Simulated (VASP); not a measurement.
Wanted: the native input for a VASP 6.6.1 run.

| Quantity | Value |
| --- | --- |
| Task | single point |
| Functional | r2SCAN |
| Potentials or basis | VASP PAW PBE potentials, release 64 (Cd, Se) |
| Cutoff | 550 eV |
| k mesh | 6 × 6 × 6 |
| Occupations | gaussian, width 0.01 eV |
| Spin | no spin polarisation |
| Dipole correction | no |
| Further INCAR settings | ALGO = Normal; EDIFF = 1e-06; NBANDS = 16 |

CdSe:

```
CELL_PARAMETERS angstrom
0.00000 2.82193 2.82193
2.82193 0.00000 2.82193
2.82193 2.82193 0.00000
ATOMIC_POSITIONS crystal
Cd 0.00000 0.00000 0.00000
Se 0.50000 0.50000 0.50000
```

The input as run:

POSCAR

```
CdSe
1.0
    0.0000000000      2.8219291918      2.8219291918
    2.8219291918      0.0000000000      2.8219291918
    2.8219291918      2.8219291918      0.0000000000
Cd Se
1 1
Direct
    0.0000000000      0.0000000000      0.0000000000
    0.5000000000      0.5000000000      0.5000000000
```

INCAR.step1

```
SYSTEM = CdSe
PREC = Accurate
ENCUT = 550
ISMEAR = 0
SIGMA = 0.01
LREAL = .False.
LASPH = .True.
NELM = 120
NBANDS = 16
GGA = PE
ALGO = Normal
EDIFF = 1E-5
LWAVE = .True.
LCHARG = .False.
GGA_COMPAT = .False.
```

INCAR.step2

```
SYSTEM = CdSe
PREC = Accurate
ENCUT = 550
EDIFF = 1E-6
ISMEAR = 0
SIGMA = 0.01
LREAL = .False.
LASPH = .True.
NELM = 120
ALGO = Normal
ISIF = 2
LWAVE = .False.
LCHARG = .False.
METAGGA = R2SCAN
LMIXTAU = .True.
NBANDS = 16
ISTART = 1
GGA_COMPAT = .False.
```

KPOINTS

```
regular mesh
0
Gamma
  6 6 6
  0 0 0
```

Potentials or basis: VASP PAW PBE potentials, release 64 (Cd, Se).

Command:

```console
$ cat potpaw_PBE.64/Cd/POTCAR potpaw_PBE.64/Se/POTCAR > POTCAR
$ cp INCAR.step1 INCAR
$ mpirun -np 1 vasp_std > vasp.out
$ cp INCAR.step2 INCAR
$ mpirun -np 1 vasp_std > vasp.out
```

It gave:

- Pressure: 2.1 GPa
- Band gap on the k mesh: 0.03 eV (least direct gap 1.63 eV)

Caveat: the PAW data sets were made with another functional, which shifts forces and pressure a little.

Wall time 37 s on 1 thread of AMD EPYC 9R45 96-Core Processor (Zen 5), with other jobs on the host, peak memory 0.16 GiB.
